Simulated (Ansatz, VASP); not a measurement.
## One calculation of RbW, two programs

```xyz
2
Lattice="3.5228 0.0000 0.0000 -1.7614 3.0509 0.0000 0.0000 0.0000 5.4573" Properties=species:S:1:pos:R:3 pbc="T T T"
Rb    0.0000    0.0000    2.7286
W     1.7614    1.0170    0.0000
```

Change from the starting cell: volume scaled by 0.98.

Alike in both runs: task single point; functional PBE; k mesh 9 × 9 × 5; occupations fermi-dirac, width 0.05 eV; no spin polarisation.

```csv
,VASP,Ansatz
version,VASP 6.6.1,Ansatz 0.2.0
potentials or method,"VASP PAW PBE potentials, release 64 (Rb_sv, W_sv), cutoff 520 eV","all-electron LAPW, scalar-relativistic"
```

Ansatz gave:

```
gap on the k mesh at the Fermi level (eV)                     : none
pressure (GPa)                                                : -6.2
traceless stress, the component that is largest in VASP (GPa) : 16.64
```

Task: Estimate VASP's values.

Result: gap on the k mesh at the Fermi level (eV): none; pressure (GPa): -6.1; traceless stress, the component that is largest in VASP (GPa): 16.65.

A gap of «none» marks a metal or a gap that the smearing closes. Ansatz ran all-electron here, and VASP with PAW potentials.

Spin-orbit coupling is off throughout.
